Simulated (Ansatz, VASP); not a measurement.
**Two plane-wave programs on CdS**

INCAR

```
PREC = Accurate
ENCUT = 500
EDIFF = 1E-6
ISMEAR = 0
SIGMA = 0.027000000000000003
LREAL = False
LASPH = True
NELM = 120
ALGO = Normal
ISIF = 2
LWAVE = False
LCHARG = False
GGA = PE
NBANDS = 16
GGA_COMPAT = False
```

File KPOINTS:

```
regular mesh
0
Gamma
  8 8 8
```

The input POSCAR:

```
CdS
1.0
    0.0000000000      2.7532440000      2.7532440000
    2.7532440000      0.0000000000      2.7532440000
    2.7532440000      2.7532440000      0.0000000000
Cd S
1 1
Direct
    0.0000000000      0.0000000000      0.0000000000
    0.5000000000      0.5000000000      0.5000000000
```

input.yaml

```yaml
crystal:
  lattice:
    - [0.0, 2.753244, 2.753244]
    - [2.753244, 0.0, 2.753244]
    - [2.753244, 2.753244, 0.0]
  atoms:
    - { symbol: Cd, position: [0.0, 0.0, 0.0] }
    - { symbol: S, position: [0.5, 0.5, 0.5] }
hamiltonian:
  xc: pbe
  pseudopotentials: { kind: paw }
kpoints:
  mp_grid: { grid: [8, 8, 8] }
scf:
  occupations: { method: gaussian, width: 0.027 }
output:
  forces: true
  stress: true
  eigenvalues: true
```

Alike in both runs: task single point; functional PBE; k mesh 8 × 8 × 8; occupations gaussian, width 0.027 eV; no spin polarisation.

```csv
,VASP,Ansatz
version,VASP 6.6.1,Ansatz 0.2.0
potentials or method,"VASP PAW PBE potentials, release 64 (Cd, S)",Ansatz PAW
plane-wave cutoff (eV),500,420
valence electrons in the cell,18,26
```

```csv
,VASP,Ansatz,Ansatz less VASP
gap on the k mesh at the Fermi level (eV),0.25,0.26,+0.007
least direct gap on the mesh (eV),1.53,1.55,+0.024
pressure (GPa),-0.1,-0.4,-0.35
```

The functional is the same, so the differences come from potentials, cutoffs and numerics. VASP's potentials hold 18 valence electrons a cell and Ansatz's 26, so a difference there can come from the potentials and not from the codes.
